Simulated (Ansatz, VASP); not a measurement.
HRh2 in VASP and in Ansatz

```
H Rh
1.0
     0.00000    2.45654    2.45654
     2.45654    0.00000    2.45654
     2.45654    2.45654    0.00000
H Rh
1 2
Direct
  0.00000 0.00000 0.00000
  0.25000 0.25000 0.25000
  0.75000 0.75000 0.75000
```

Alike in both runs: task relaxation of cell and atoms; functional PBE; k mesh 6 × 6 × 6; occupations gaussian, width 0.1 eV; no spin polarisation.

|  | VASP | Ansatz |
| --- | --- | --- |
| version | VASP 6.6.1 | Ansatz 0.2.0 |
| potentials or method | VASP PAW PBE potentials, release 64 (H, Rh_pv), cutoff 600 eV | scalar-relativistic, plane waves, PAW |
| valence electrons in the cell | 31 | 35 |

Ansatz gave:

- gap on the k mesh at the Fermi level, each at its own relaxed structure (eV): none
- relaxed volume (Å³/atom): 11.38
- relaxed length of the cell vector where the two differ most in proportion (Å): 3.641

**Question.** Which values does VASP return?

**Answer.** gap on the k mesh at the Fermi level, each at its own relaxed structure (eV): none; relaxed volume (Å³/atom): 11.38; relaxed length of the cell vector where the two differ most in proportion (Å): 3.642.

A gap of «none» marks a metal or a gap that the smearing closes. VASP's potentials hold 31 valence electrons a cell and Ansatz's 35, so a difference there can come from the potentials and not from the codes.

The k mesh is coarse, so the values compare programs but aren't converged. Noted on VASP's run: the volume moved by over 15 % at a fixed basis, so the end points are rough.
